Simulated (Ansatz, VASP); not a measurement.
# EuS in VASP and in Ansatz

```
Eu S
1.0
     0.00000    3.03692    3.03692
     3.03692    0.00000    3.03692
     3.03692    3.03692    0.00000
Eu S
1 1
Direct
  0.00000 0.00000 0.00000
  0.50000 0.50000 0.50000
```

Alike in both runs: task single point; functional PBEsol; dispersion D3(BJ); k mesh 8 × 8 × 8; occupations fermi-dirac, width 0.05 eV; collinear spin.

|  | VASP | Ansatz |
| --- | --- | --- |
| version | VASP 6.6.1 | Ansatz 0.2.0 |
| potentials or method | VASP PAW PBE potentials, release 64 (Eu, S) | Ansatz PAW |
| plane-wave cutoff (eV) | 600 | 420 |
| valence electrons in the cell | 23 | 23 |

Ansatz gave:

| Quantity | Value |
| --- | --- |
| gap on the k mesh at the Fermi level (eV) | none |
| pressure (GPa) | -9.1 |
| net moment per atom (μB) | 3.49 |
| size of the moment on the site where the two differ most (μB) | 6.78 |

Q: What did VASP give for the same quantities?

A: gap on the k mesh at the Fermi level (eV): none; pressure (GPa): -9.4; net moment per atom (μB): 3.49; size of the moment on the site where the two differ most (μB): 6.61.

VASP's potentials were made for PBE, not for PBEsol. Site moments also hang on the region over which each program counts them. A gap of «none» marks a metal or a gap that the smearing closes.

Spin-orbit coupling is off throughout.
